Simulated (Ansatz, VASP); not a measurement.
# One calculation of SrTiO3, two programs

File INCAR:

```
SYSTEM = SrTiO3
  PREC = Accurate
  ENCUT = 520
  EDIFF = 1E-6
  ISMEAR = 0
  SIGMA = 0.05
  LREAL = .FALSE.
  LASPH = .TRUE.
  NELM = 80
  ALGO = Normal
  ISIF = 2
  LWAVE = .FALSE.
  LCHARG = .TRUE.
  GGA = PS
  LELF = .TRUE.
  LVHAR = .TRUE.
  NBANDS = 28
```

KPOINTS

```
regular mesh
0
G
  8 8 8
  0 0 0
```

Contents of POSCAR:

```
SrTiO3
1.0
    3.8913815400      0.0000000000      0.0000000000
    0.0000000000      3.8913815400      0.0000000000
    0.0000000000      0.0000000000      3.8913815400
Sr Ti O
1 1 3
Direct
    0.0048145112      0.0000000000      0.0000000000
    0.5118852015      0.5000000000      0.5000000000
   -0.0194219610      0.5000000000      0.5000000000
    0.4787479076      0.0000000000      0.5000000000
    0.4787479076      0.5000000000      0.0000000000
```

Input for Ansatz:

```yaml
crystal:
  lattice:
    - [3.89138154, 0.0, 0.0]
    - [0.0, 3.89138154, 0.0]
    - [0.0, 0.0, 3.89138154]
  atoms:
    - { symbol: Sr, position: [0.0048145112, 0.0, 0.0] }
    - { symbol: Ti, position: [0.5118852015, 0.5, 0.5] }
    - { symbol: O, position: [-0.019421961, 0.5, 0.5] }
    - { symbol: O, position: [0.4787479076, 0.0, 0.5] }
    - { symbol: O, position: [0.4787479076, 0.5, 0.0] }
basis:
  ecutwfc: 520.0
kpoints:
  mp_grid: { grid: [8, 8, 8] }
hamiltonian:
  xc: pbesol
  pseudopotentials: { kind: paw, azcp: { folder: soft_1 } }
scf:
  occupations: { method: gaussian, width: 0.05 }
output:
  forces: true
  stress: true
  eigenvalues: true
```

Change from the starting cell: mode 1 frozen in at -0.083 Å, equal normal strain along x and y +0.0000.

Alike in both runs: task single point; functional PBEsol; k mesh 8 × 8 × 8; occupations gaussian, width 0.05 eV; no spin polarisation.

|  | VASP | Ansatz |
| --- | --- | --- |
| version | VASP 6.6.1 | Ansatz 0.2.0 |
| potentials or method | VASP PAW PBE potentials, release 64 (Sr_sv, Ti_sv, O), cutoff 520 eV | scalar-relativistic, plane waves, PAW |
| valence electrons in the cell | 40 | 40 |

|  | VASP | Ansatz | Ansatz less VASP |
| --- | --- | --- | --- |
| gap on the k mesh at the Fermi level (eV) | 1.87 | 1.91 | +0.039 |
| least direct gap on the mesh (eV) | 2.39 | 2.41 | +0.021 |
| pressure (GPa) | 1.7 | 1.0 | -0.67 |
| traceless stress, the component that is largest in VASP (GPa) | 2.09 | 2.03 | -0.063 |
| rms of the force components (eV/Å) | 0.138 | 0.120 | -0.0178 |

VASP's potentials were made for PBE, not for PBEsol, and Ansatz warns of the same on its side. Atom by atom the forces differ by 0.019 eV/Å (rms over components). The functional is the same, so the differences come from potentials, cutoffs and numerics.
